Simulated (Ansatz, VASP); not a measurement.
KI in VASP and in Ansatz

The input INCAR:

```
PREC     = Accurate       # precision mode
ENCUT    = 520            # plane-wave cutoff, eV
EDIFF    = 1E-6           # SCF threshold, eV
ISMEAR   = 0              # smearing method
SIGMA    = 0.01           # smearing width, eV
LREAL    = F              # projectors in reciprocal space
LASPH    = T              # aspherical terms in the spheres
NELM     = 60             # most SCF steps
ALGO     = Normal         # electronic algorithm
ISIF     = 2              # what is computed and relaxed
LWAVE    = F              # write WAVECAR
LCHARG   = F              # write CHGCAR
GGA      = PE             # functional
NBANDS   = 24             # bands
```

The input KPOINTS:

```
Automatic mesh
0
Gamma
  6 6 4
```

Contents of POSCAR:

```
KI
1.0
    6.0394507398      0.0000000000      0.0000000000
   -3.0197253699      5.2303177656      0.0000000000
    0.0000000000      0.0000000000      7.0391244287
K I
2 2
Direct
    0.3333333333      0.6666666667     -0.0625000000
    0.6666666667      0.3333333333      0.4375000000
    0.3333333333      0.6666666667      0.4375000000
    0.6666666667      0.3333333333      0.9375000000
```

Input for Ansatz:

```yaml
crystal:
  lattice:
    - [6.0394507398, 0.0, 0.0]
    - [-3.0197253699, 5.2303177656, 0.0]
    - [0.0, 0.0, 7.0391244287]
  atoms:
    - { symbol: K, position: [0.3333333333, 0.6666666667, -0.0625] }
    - { symbol: K, position: [0.6666666667, 0.3333333333, 0.4375] }
    - { symbol: I, position: [0.3333333333, 0.6666666667, 0.4375] }
    - { symbol: I, position: [0.6666666667, 0.3333333333, 0.9375] }
kpoints:
  mp_grid: { grid: [6, 6, 4] }
  band_path:
    path:
      - [0.0, 0.0, 0.0]
      - [0.5, 0.0, 0.0]
      - [0.3333333333, 0.3333333333, 0.0]
      - [0.0, 0.0, 0.5]
      - [0.5, 0.0, 0.5]
      - [0.3333333333, 0.3333333333, 0.5]
    npoints: 1
hamiltonian:
  xc: pbe
scf:
  occupations: { method: fixed }
  n_extra_bands: 5
output:
  forces: true
  stress: true
  eigenvalues: true
```

Alike in both runs: task single point; functional PBE; k mesh 6 × 6 × 4; no spin polarisation.

|  | VASP | Ansatz |
| --- | --- | --- |
| version | VASP 6.6.1 | Ansatz 0.2.0 |
| potentials or method | VASP PAW PBE potentials, release 64 (K_sv, I) | plane waves, PAW |
| plane-wave cutoff (eV) | 520 | 420 |
| occupations | gaussian, width 0.01 eV | fixed |
| valence electrons in the cell | 32 | 52 |

|  | VASP | Ansatz | Ansatz less VASP |
| --- | --- | --- | --- |
| gap on the k mesh at the Fermi level (eV) | 3.79 | 3.79 | +0.004 |
| pressure (GPa) | 0.3 | 0.3 | -0.02 |
| traceless stress, the component that is largest in VASP (GPa) | 0.07 | 0.06 | -0.004 |

VASP's potentials hold 32 valence electrons a cell and Ansatz's 52, so a difference there can come from the potentials and not from the codes.

Neither program's run includes spin-orbit coupling.
